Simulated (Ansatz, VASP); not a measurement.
**Two plane-wave programs on ZnSn2N2**

```xyz
5
Lattice="3.3523 0.0000 0.0000 0.0000 3.3523 0.0000 0.0000 0.0000 8.0642" Properties=species:S:1:pos:R:3 pbc="T T T"
Sn    1.6762    1.6762    2.4663
Sn    1.6762    1.6762    5.5980
Zn    0.0000    0.0000    0.0000
N     0.0000    1.6762    6.8884
N     1.6762    0.0000    1.1758
```

Alike in both runs: functional PBEsol; k mesh 8 × 8 × 4; occupations fermi-dirac, width 0.05 eV; no spin polarisation.

|  | VASP | Ansatz |
| --- | --- | --- |
| version | VASP 6.6.1 | Ansatz 0.2.0 |
| potentials or method | VASP PAW PBE potentials, release 64 (Sn_d, Zn, N) | Ansatz PAW |
| plane-wave cutoff (eV) | 600 | 420 |
| valence electrons in the cell | 50 | 50 |
| task | single point | band structure |

Ansatz gave:

* gap on the k mesh at the Fermi level (eV): none
* pressure (GPa): -4.4
* traceless stress, the component that is largest in VASP (GPa): -0.51
* rms of the force components (eV/Å): 0.061

Problem. Which values does VASP return?

Solution. gap on the k mesh at the Fermi level (eV): none; pressure (GPa): -4.3; traceless stress, the component that is largest in VASP (GPa): -0.50; rms of the force components (eV/Å): 0.054.

VASP's potentials were made for PBE, not for PBEsol. Atom by atom the forces differ by 0.010 eV/Å (rms over components). A gap of «none» marks a metal or a gap that the smearing closes. The functional is the same, so the differences come from potentials, cutoffs and numerics.
